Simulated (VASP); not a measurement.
# Ba (I4/mmm) in VASP: notebook

Runs on Ba. Level: PBEsol. Tasks: single point.

All numbers are computed with VASP 6.6.1; they aren't measurements. Logs are shortened: lines on timing, memory, paths and dates and some standing lists are left out, and cuts for length are marked.

### 1 The cell of the first run

It takes space group I4/mmm (No. 139, tetragonal). Conventional cell: a = 4.073 Å, b = 4.073 Å, c = 8.145 Å, α = 90.00°, β = 90.00°, γ = 90.00°. Within 5.3 Å of Ba (site symmetry 4/mmm) lie 12 Ba at 4.07 to 4.99 Å.

### 2 Single point, PBEsol

File INCAR:

```
PREC = Accurate
ENCUT = 520
EDIFF = 1E-6
ISMEAR = 0
SIGMA = 0.15
LREAL = False
LASPH = True
NELM = 80
ALGO = Fast
ISIF = 2
LWAVE = False
LCHARG = False
GGA = PS
NBANDS = 11
```

File KPOINTS:

```
Automatic mesh
0
Gamma
  14 14 14
```

File POSCAR:

```
Ba
1.0
    0.0000000000      2.8801220916      4.0724926375
    2.8801220916      0.0000000000      4.0724926375
    2.8801220916      2.8801220916      0.0000000000
Ba
1
Direct
    0.0000000000      0.0000000000      0.0000000000
```

Potentials or basis: VASP PAW PBE potentials, release 64 (Ba_sv).

Run with:

```sh
> cat potpaw_PBE.64/Ba_sv/POTCAR > POTCAR
> mpirun -np 1 vasp_std > vasp.out
```

OUTCAR:

```text
PREC = Accurate
   ENCUT = 520
   EDIFF = 1E-6
   ISMEAR = 0
   LREAL = False
   LASPH = True
   NELM = 80
   ISIF = 2
   GGA = PS

 ion  position               nearest neighbor table
   1  0.000  0.000  0.000-

  LATTYP: Found a body centered tetragonal cell.
 ALAT       =     4.0731077232
 C/A-ratio  =     1.9996979772

  Lattice vectors:

 A1 = (  -2.8801220916,   0.0000000000,   4.0724926375)
 A2 = (   2.8801220916,   0.0000000000,   4.0724926375)
 A3 = (   0.0000000000,   2.8801220916,  -4.0724926375)

Analysis of symmetry for initial positions (statically):
=====================================================================
 Subroutine PRICEL returns:
 Original cell was already a primitive cell.

 Routine SETGRP: Setting up the symmetry group for a
 body centered tetragonal supercell.

 Subroutine GETGRP returns: Found 16 space group operations
 (whereof 16 operations were pure point group operations)
 out of a pool of 16 trial point group operations.

The static configuration has the point symmetry D_4h.

Analysis of symmetry for dynamics (positions and initial velocities):
=====================================================================
 Subroutine PRICEL returns:
 Original cell was already a primitive cell.

 Routine SETGRP: Setting up the symmetry group for a
 body centered tetragonal supercell.

 Subroutine GETGRP returns: Found 16 space group operations
 (whereof 16 operations were pure point group operations)
 out of a pool of 16 trial point group operations.

The dynamic configuration has the point symmetry D_4h.

 Subroutine INISYM returns: Found 16 space group operations
 (whereof 16 operations are pure point group operations),
 and found     1 'primitive' translations

----------------------------------------------------------------------------------------

                                     Primitive cell

  volume of cell :      67.5635

  direct lattice vectors                    reciprocal lattice vectors
     0.000000000  2.880122092  4.072492637    -0.173603752  0.173603752  0.122774930
     2.880122092  0.000000000  4.072492637     0.173603752 -0.173603752  0.122774930
     2.880122092  2.880122092  0.000000000     0.173603752  0.173603752 -0.122774930

  length of vectors
     4.988015592  4.988015592  4.073107723     0.274499925  0.274499925  0.274499925

  position of ions in fractional coordinates (direct lattice)
     0.000000000  0.000000000  0.000000000

  ion indices of the primitive-cell ions
   primitive index   ion index
                 1           1

----------------------------------------------------------------------------------------

 KPOINTS: Automatic mesh

Automatic generation of k-mesh.
 Grid dimensions read from file:
 generate k-points for:   14   14   14

 Generating k-lattice:

  Cartesian coordinates                     Fractional coordinates (reciprocal lattice)
    -0.012400268  0.012400268  0.008769638     0.071428571 -0.000000000  0.000000000
     0.012400268 -0.012400268  0.008769638    -0.000000000  0.071428571  0.000000000
     0.012400268  0.012400268 -0.008769638     0.000000000  0.000000000  0.071428571

  Length of vectors
     0.019607137  0.019607137  0.019607137

  Shift w.r.t. Gamma in fractional coordinates (k-lattice)
     0.000000000  0.000000000  0.000000000

 Subroutine IBZKPT returns following result:
 ===========================================

 Found    244 irreducible k-points:

 Following reciprocal coordinates:
            Coordinates               Weight
  0.000000  0.000000  0.000000      1.000000
  0.071429  0.000000  0.000000      8.000000
  0.142857  0.000000  0.000000      8.000000
  0.214286  0.000000  0.000000      8.000000
  0.285714  0.000000  0.000000      8.000000
  0.357143  0.000000  0.000000      8.000000
[... 16 lines left out ...]
  0.214286  0.142857  0.000000      8.000000
  0.285714  0.142857  0.000000      8.000000
 [... further k-points ...]
   k-points           NKPTS =    244   k-points in BZ     NKDIM =    244   number of bands    NBANDS=     11
   number of dos      NEDOS =    301   number of ions     NIONS =      1
   total plane-waves  NPLWV =  48000
   dimension x,y,z NGX =    40 NGY =   40 NGZ =   30
   dimension x,y,z NGXF=    80 NGYF=   80 NGZF=   60
   ions per type =               1
   NGX,Y,Z   is equivalent  to a cutoff of  13.33, 13.33, 12.24 a.u.
   NGXF,Y,Z  is equivalent  to a cutoff of  26.66, 26.66, 24.49 a.u.
 SYSTEM =  unknown system
   PREC   = accura    normal or accurate (medium, high low for compatibility)
   ISTART =      0    job   : 0-new  1-cont  2-samecut
   ICHARG =      2    charge: 1-file 2-atom 10-const
   ISPIN  =      1    spin polarized calculation?
   LNONCOLLINEAR =      F non collinear calculations
   LSORBIT =      F    spin-orbit coupling
   LASPH  =      T    aspherical Exc in radial PAW
   ENCUT  =  520.0 eV  38.22 Ry    6.18 a.u.   9.27  9.27  7.57*2*pi/ulx,y,z
   NELM   =     80;   NELMIN=  2; NELMDL= -5     # of ELM steps
   EDIFF  = 0.1E-05   stopping-criterion for ELM
   LREAL  =      F    real-space projection
   EDIFFG = 0.1E-04   stopping-criterion for IOM
   NSW    =      0    number of steps for IOM
   IBRION =     -1    ionic relax: 0-MD 1-quasi-New 2-CG
   NFREE  =      0    steps in history (QN), initial steepest desc. (CG)
   ISIF   =      2    stress and relaxation
   ISYM   =      2    0-nonsym 1-usesym 2-fastsym
   POTIM  = 0.5000    time-step for ionic-motion
   TEBEG  =    0.0;   TEEND  =   0.0 temperature during run
   PSTRESS=    0.0 pullay stress
   NELECT =      10.0000    total number of electrons
   NUPDOWN=      -1.0000    fix difference up-down
   EMIN   =  10.00;   EMAX   =-10.00  energy-range for DOS
   EFERMI =   0.00;   METHOD = LEGACY
   ISMEAR =     0;   SIGMA  =   0.15  broadening in eV -4-tet -1-fermi 0-gaus
   EFERMI_NEDOS =   21; number of points for ismear=-14 and -15
   IALGO  =     68    algorithm
   IMIX   =      4    mixing-type and parameters
     AMIX     =   0.40;   BMIX     =  1.00
     AMIX_MAG =   1.60;   BMIX_MAG =  1.00
  volume/ion in A,a.u.               =      67.56       455.94
  Fermi-wavevector in a.u.,A,eV,Ry     =   0.865973  1.636451 10.203124  0.749908
  Thomas-Fermi vector in A             =   1.984294
   LORBIT       =      0    0 simple, 1 ext, 2 COOP (PROOUT), +10 PAW based schemes
   GGA     = PS    functional components
   LHFCALC =     F    Hartree Fock is set to
   AEXX    =    0.0000 exact exchange contribution
   IVDW    =     0    specifies the selected vdW correction
   LEPSILON=     F    determine dielectric tensor
   LRPA    =     F    only Hartree local field effects (RPA)
 non-spin polarized calculation
 RMM-DIIS sequential band-by-band and
 Gauss-broadening in eV      SIGMA  =   0.15
  energy-cutoff  :      520.00
  volume of cell :       67.56
 maximum number of plane-waves:      1847
 NGX is ok and might be reduce to    40

 number of electron      10.0000000 magnetization

 Free energy of the ion-electron system (eV)
  ---------------------------------------------------
  ext. energy  EPLUGINS =         0.00000000
  ---------------------------------------------------
  free energy    TOTEN  =        -1.98726886 eV

  energy without entropy =       -1.97070747  energy(sigma->0) =       -1.97898816

 E-fermi :   1.3337     XC(G=0):  -7.2721

 val. band max:        1.3222966324   @ k =  -0.2143   0.4286   0.2857
 cond. band min:       1.3338367887   @ k =  -0.4286   0.0000   0.2857
 fundamental gap:      0.0115401563
 Fermi energy:         1.3337364086

 k-point     1 :       0.0000    0.0000    0.0000
  band No.  band energies     occupation
      1     -27.7762      2.00000
      2     -12.8010      2.00000
      3     -12.6523      2.00000
      4     -12.6523      2.00000
      5      -1.3770      2.00000
      6       1.9241      0.00000
      7       2.5296      0.00000
      8       4.0492      0.00000
      9       4.0492      0.00000
     10       5.8486      0.00000
     11       7.2014      0.00000

 k-point     2 :       0.0714    0.0000    0.0000
  band No.  band energies     occupation
      1     -27.7739      2.00000
      2     -12.8030      2.00000
      3     -12.6824      2.00000
      4     -12.6506      2.00000
      5      -1.2881      2.00000
      6       1.9765      0.00000
      7       2.5595      0.00000
      8       3.8444      0.00000
      9       4.0897      0.00000
     10       5.7046      0.00000
     11       7.3804      0.00000

 k-point     3 :       0.1429    0.0000    0.0000
  band No.  band energies     occupation
      1     -27.7674      2.00000
      2     -12.8111      2.00000
      3     -12.7624      2.00000
      4     -12.6457      2.00000
      5      -1.0348      2.00000
      6       2.0969      0.00000
      7       2.6198      0.00000
      8       3.4863      0.00000
      9       4.2022      0.00000
     10       5.3636      0.00000
     11       7.6718      0.00000

 k-point     4 :       0.2143    0.0000    0.0000
  band No.  band energies     occupation
      1     -27.7580      2.00000
      2     -12.8894      2.00000
      3     -12.8078      2.00000
      4     -12.6385      2.00000
      5      -0.6552      2.00000
      6       2.2065      0.00000
      7       2.4902      0.00000
      8       3.5026      0.00000
      9       4.3409      0.00000
     10       5.0058      0.00000
     11       7.8616      0.00000
[... 239 lines left out ...]
 k-point    22 :       0.1429    0.1429    0.0000
  band No.  band energies     occupation
      1     -27.7741      2.00000
      2     -12.8408      2.00000
      3     -12.6579      2.00000
      4     -12.6579      2.00000
      5      -1.1147      2.00000
      6       1.8103      0.00001
      7       2.2635      0.00000
      8       4.2548      0.00000
      9       4.2548      0.00000
     10       5.8893      0.00000
     11       7.6492      0.00000

 k-point    23 :       0.2143    0.1429    0.0000
  band No.  band energies     occupation
      1     -27.7709      2.00000
      2     -12.8593      2.00000
      3     -12.6892      2.00000
      4     -12.6584      2.00000
      5      -0.9075      2.00000
      6       1.8123      0.00001
      7       2.1669      0.00000
      8       4.2392      0.00000
      9       4.3829      0.00000
     10       5.7713      0.00000
     11       7.8766      0.00000

 k-point    24 :       0.2857    0.1429    0.0000
  band No.  band energies     occupation
      1     -27.7639      2.00000
      2     -12.8785      2.00000
      3     -12.7674      2.00000
      4     -12.6547      2.00000
      5      -0.5600      2.00000
      6       1.8985      0.00000
      7       2.0749      0.00000
      8       4.1974      0.00000
      9       4.5274      0.00000
     10       5.4891      0.00000
     11       7.8953      0.00000

 [... further k-points ...]
[... 5 lines left out ...]
  --------------------------------------------------------------------------------------
  -------------------------------------------------------------------------------------
  Total        0.0756816      0.0756816     -1.2537772      0.0000000     -0.0000000     -0.0000000
  in kB        1.7946872      1.7946872    -29.7316391      0.0000000     -0.0000000     -0.0000000
  external PRESSURE =      -8.7140882 kB  Pullay stress =       0.0000000 kB

 VOLUME and BASIS-vectors are now :
 -----------------------------------------------------------------------------
  energy-cutoff  :      520.00
  volume of cell :       67.56
      direct lattice vectors                 reciprocal lattice vectors
     0.000000000  2.880122092  4.072492637    -0.173603752  0.173603752  0.122774930
     2.880122092  0.000000000  4.072492637     0.173603752 -0.173603752  0.122774930
     2.880122092  2.880122092  0.000000000     0.173603752  0.173603752 -0.122774930

 POSITION                                       TOTAL-FORCE (eV/Angst)
 -----------------------------------------------------------------------------------
      0.00000      0.00000      0.00000        -0.000000      0.000000      0.000000
 -----------------------------------------------------------------------------------
    total drift:                               -0.000000     -0.000000     -0.000000

  FREE ENERGIE OF THE ION-ELECTRON SYSTEM (eV)
  ---------------------------------------------------
  free  energy   TOTEN  =        -1.9872688551 eV

  energy  without entropy=       -1.9707074675  energy(sigma->0) =       -1.97898816
```

It took 2.7 min on 1 thread of AMD EPYC 7R13 (Zen 3), shared host; peak memory 0.31 GiB.

What came out:

- Free energy: -1.9873 eV
- Pressure: -0.9 GPa
- Band gap on the k mesh: zero (band 5 reaches 1.40 eV, above the bottom of band 6 at 1.33 eV)

Stress tensor (GPa, compression positive):
```
 0.18  0.00  0.00
 0.00  0.18  0.00
 0.00  0.00 -2.97
```

Levels at points of the mesh, in eV from the Fermi level:
| k point | band 2 | band 3 | band 4 | band 5 | band 6 | band 7 | band 8 | band 9 |
| --- | --- | --- | --- | --- | --- | --- | --- | --- |
| (0.00, 0.00, 0.00) | -14.13 | -13.99 | -13.99 | -2.71 | 0.59 | 1.20 | 2.72 | 2.72 |
| (0.50, 0.00, 0.00) | -14.56 | -14.16 | -13.95 | -0.82 | 0.69 | 1.04 | 2.54 | 3.76 |
| (0.50, 0.50, 0.00) | -14.34 | -14.02 | -14.02 | -1.15 | 0.07 | 0.45 | 4.33 | 4.33 |
| (0.50, 0.00, 0.50) | -14.50 | -14.44 | -14.11 | -0.75 | 0.10 | 2.86 | 2.87 | 3.17 |

Caveat: the PAW data sets were made with another functional, which shifts forces and pressure a little; spin-orbit coupling is left out, which moves the levels of the heavy elements.

### 3 Single point, PBEsol

This run uses another cell than the first one, of the same volume but with other edges.

File INCAR:

```
SYSTEM = Ba
PREC = Accurate
ENCUT = 520
EDIFF = 1E-7
ISMEAR = 0
SIGMA = 0.15
LREAL = .False.
LASPH = .True.
NELM = 80
ALGO = Fast
ISIF = 2
LWAVE = .False.
LCHARG = .False.
GGA = PS
NBANDS = 11
```

File KPOINTS:

```
regular mesh
0
Gamma
  14 14 14
  0 0 0
```

File POSCAR:

```
Ba
1.0
    0.0000000000      3.4126183861      2.9007256282
    3.4126183861      0.0000000000      2.9007256282
    3.4126183861      3.4126183861      0.0000000000
Ba
1
Direct
    0.0000000000      0.0000000000      0.0000000000
```

Potentials or basis: VASP PAW PBE potentials, release 64 (Ba_sv).

Run with:

```sh
> cat potpaw_PBE.64/Ba_sv/POTCAR > POTCAR
> mpirun -np 1 vasp_std > vasp.out
```

Wall time 2.9 min (1 thread of AMD EPYC 7R13 (Zen 3), shared host); peak memory 0.31 GiB.

It converged, with:

- Free energy: -2.1142 eV
- Pressure: -1.0 GPa
- Band gap on the k mesh: zero (band 5 reaches 1.55 eV, above the bottom of band 6 at 1.04 eV)

Stress tensor (GPa, compression positive):
```
-0.95  0.00  0.00
 0.00 -0.95  0.00
 0.00  0.00 -1.13
```

Levels at points of the mesh, in eV from the Fermi level:
```tsv
k point	band 2	band 3	band 4	band 5	band 6	band 7	band 8	band 9
(0.00, 0.00, 0.00)	-13.98	-13.98	-13.98	-2.76	1.54	1.54	2.30	2.44
(0.50, 0.00, 0.00)	-14.35	-14.07	-13.99	-0.93	0.91	1.08	2.17	3.83
(0.50, 0.50, 0.00)	-14.31	-14.18	-14.18	-0.62	-0.31	2.74	4.25	4.53
(0.50, 0.00, 0.50)	-14.33	-14.12	-14.03	-0.81	0.09	1.41	3.85	4.05
```

Caveat: the PAW data sets were made with another functional, which shifts forces and pressure a little; spin-orbit coupling is left out, which moves the levels of the heavy elements.

### 4 Single point, PBEsol

This run uses another cell than the first one, of the same volume but with other edges.

File INCAR:

```
PREC = Accurate ; ENCUT = 520
EDIFF = 1E-7 ; ISMEAR = 0
SIGMA = 0.15 ; LREAL = False
LASPH = True ; NELM = 80
ALGO = Fast ; ISIF = 2
LWAVE = False ; LCHARG = False
GGA = PS ; NBANDS = 11
```

File KPOINTS:

```
regular mesh
0
Gamma
  14 14 14
```

File POSCAR:

```
Ba
1.0
    0.0000000000      3.0420542369      3.6504650843
    3.0420542369      0.0000000000      3.6504650843
    3.0420542369      3.0420542369      0.0000000000
Ba
1
Direct
    0.0000000000      0.0000000000      0.0000000000
```

Run with:

```sh
> cat potpaw_PBE.64/Ba_sv/POTCAR > POTCAR
> mpirun -np 1 vasp_std > vasp.out
```

Wall time 2.2 min (1 thread of AMD EPYC 7R13 (Zen 3), shared host); peak memory 0.3 GiB.

Results (log left out):

```yaml
Free_energy: -2.0873 eV
Pressure: -1.0 GPa
Band_gap_on_the_k_mesh: zero (band 5 reaches 1.51 eV, above the bottom of band 6 at 1.25 eV)
```

Stress tensor (GPa, compression positive):
```
-0.55  0.00  0.00
 0.00 -0.55  0.00
 0.00  0.00 -1.79
```

Levels at points of the mesh, in eV from the Fermi level:
| k point | band 3 | band 4 | band 5 | band 6 | band 7 | band 8 |
| --- | --- | --- | --- | --- | --- | --- |
| (0.00, 0.00, 0.00) | -13.99 | -13.99 | -2.76 | 1.07 | 2.13 | 2.14 |
| (0.50, 0.00, 0.00) | -14.10 | -13.99 | -0.93 | 0.91 | 1.05 | 2.13 |
| (0.50, 0.50, 0.00) | -14.05 | -14.05 | -0.92 | 0.03 | 0.97 | 4.43 |
| (0.50, 0.00, 0.50) | -14.26 | -14.10 | -0.71 | -0.10 | 2.31 | 3.73 |

Caveat: the PAW data sets were made with another functional, which shifts forces and pressure a little; spin-orbit coupling is left out, which moves the levels of the heavy elements.

### 5 Summary

```tsv
cell	further INCAR settings	gap on the mesh (eV)	pressure (GPa)
a = 4.988, b = 4.988, c = 4.073 Å, angles 65.9, 65.9, 48.2°, 1 atom	ALGO = Fast; EDIFF = 1e-06; NBANDS = 11	none	-0.9
a = 4.479, b = 4.479, c = 4.826 Å, angles 57.4, 57.4, 65.2°, 1 atom	ALGO = Fast; EDIFF = 1e-07; NBANDS = 11	none	-1.0
a = 4.752, b = 4.752, c = 4.302 Å, angles 63.1, 63.1, 53.8°, 1 atom	ALGO = Fast; EDIFF = 1e-07; NBANDS = 11	none	-1.0
```

Alike in all rows: task single point; level PBEsol; potentials or basis VASP PAW PBE potentials, release 64 (Ba_sv); no spin polarisation; k mesh 14 × 14 × 14; cutoff (eV) 520; smearing gaussian 0.15 eV.

Caveats: the PAW data sets were made with another functional, which shifts forces and pressure a little; spin-orbit coupling is left out, which moves the levels of the heavy elements.

Absolute energies hang on the potentials; compare differences alone.
